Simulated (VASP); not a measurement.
Input of a VASP 6.6.1 run:

Contents of INCAR:

```
  PREC = Accurate
  ENCUT = 520
  EDIFF = 1E-7
  ISMEAR = 0
  SIGMA = 0.1
  LREAL = F
  LASPH = T
  NELM = 150
  ALGO = Normal
  ISIF = 2
  LWAVE = F
  LCHARG = F
  ISPIN = 2
  MAGMOM = 0 0 0 0 0.69 0.69
  LORBIT = 11
  LMAXMIX = 4
  NBANDS = 46
```

KPOINTS

```
regular mesh
0
Gamma
  10 10 10
```

File POSCAR:

```
Ti2Co
1.0
    0.0000000000      3.4329734144      3.4329734144
    3.4329734144      0.0000000000      3.4329734144
    3.4329734144      3.4329734144      0.0000000000
Ti Co
4 2
Direct
    0.1250000000      0.1250000000      0.1250000000
    0.6250000000      0.1250000000      0.1250000000
    0.1250000000      0.1250000000      0.6250000000
    0.1250000000      0.6250000000      0.1250000000
    0.5000000000      0.5000000000      0.5000000000
    0.7500000000      0.7500000000      0.7500000000
```

Potentials or basis: VASP PAW LDA potentials, release 64 (Ti_sv, Co).

The run is started by

```bash
$ cat potpaw_LDA.64/Ti_sv/POTCAR potpaw_LDA.64/Co/POTCAR > POTCAR
$ mpirun -np 1 vasp_std > vasp.out
```

Q: Estimate the site moments.

A: Ti +0.04; Co +0.47 μB.

Q: Predict the net moment.

A: 1.05 μB per cell.
